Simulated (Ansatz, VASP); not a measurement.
## One calculation of KCl, two programs

File POSCAR:

```
KCl
1.0
    4.2962356272      0.0000000000      0.0000000000
   -2.1481178136      3.7206491938      0.0000000000
    0.0000000000      0.0000000000      7.5588357922
K Cl
2 2
Direct
    0.0000000000      0.0000000000      0.0000000000
    0.0000000000      0.0000000000      0.5000000000
    0.3333333333      0.6666666667      0.2500000000
    0.6666666667      0.3333333333      0.7500000000
```

Contents of INCAR.step1:

```
SYSTEM = KCl
ALGO = Normal ; EDIFF = 1E-4
ENCUT = 520 ; GGA = PE
ISMEAR = 0 ; LASPH = .True.
LCHARG = .False. ; LREAL = .False.
LWAVE = .True. ; NBANDS = 24
NELM = 80 ; PREC = Accurate
SIGMA = 0.01
```

The input INCAR.step2:

```
SYSTEM = KCl
ALGO = Normal ; EDIFF = 1E-6
ENCUT = 520 ; ISIF = 2
ISMEAR = 0 ; ISTART = 1
LASPH = .True. ; LCHARG = .True.
LELF = .True. ; LMIXTAU = .True.
LREAL = .False. ; LVHAR = .True.
LWAVE = .False. ; METAGGA = R2SCAN
NBANDS = 24 ; NELM = 80
PREC = Accurate ; SIGMA = 0.01
```

Contents of KPOINTS:

```
k-points
0
Gamma
  6 6 4
  0 0 0
```

Input for Ansatz:

```yaml
crystal:
  lattice:
    - [4.2962356272, 0.0, 0.0]
    - [-2.1481178136, 3.7206491938, 0.0]
    - [0.0, 0.0, 7.5588357922]
  atoms:
    - { symbol: K, position: [0.0, 0.0, 0.0] }
    - { symbol: K, position: [0.0, 0.0, 0.5] }
    - { symbol: Cl, position: [0.3333333333, 0.6666666667, 0.25] }
    - { symbol: Cl, position: [0.6666666667, 0.3333333333, 0.75] }
kpoints:
  mp_grid: { grid: [6, 6, 4] }
hamiltonian:
  xc: r2scan
scf:
  occupations: { method: fixed }
  n_extra_bands: 5
output:
  forces: true
  stress: true
  eigenvalues: true
```

Alike in both runs: task single point; functional r2SCAN; k mesh 6 × 6 × 4; no spin polarisation.

|  | VASP | Ansatz |
| --- | --- | --- |
| version | VASP 6.6.1 | Ansatz 0.2.0 |
| potentials or method | VASP PAW PBE potentials, release 64 (K_sv, Cl) | plane waves, PAW |
| plane-wave cutoff (eV) | 520 | 500 |
| occupations | gaussian, width 0.01 eV | fixed |
| valence electrons in the cell | 32 | 32 |

```tsv
	VASP	Ansatz	Ansatz less VASP
gap on the k mesh at the Fermi level (eV)	5.88	5.87	-0.004
pressure (GPa)	0.6	0.7	+0.02
```

VASP's potentials were made for PBE, not for r2SCAN.
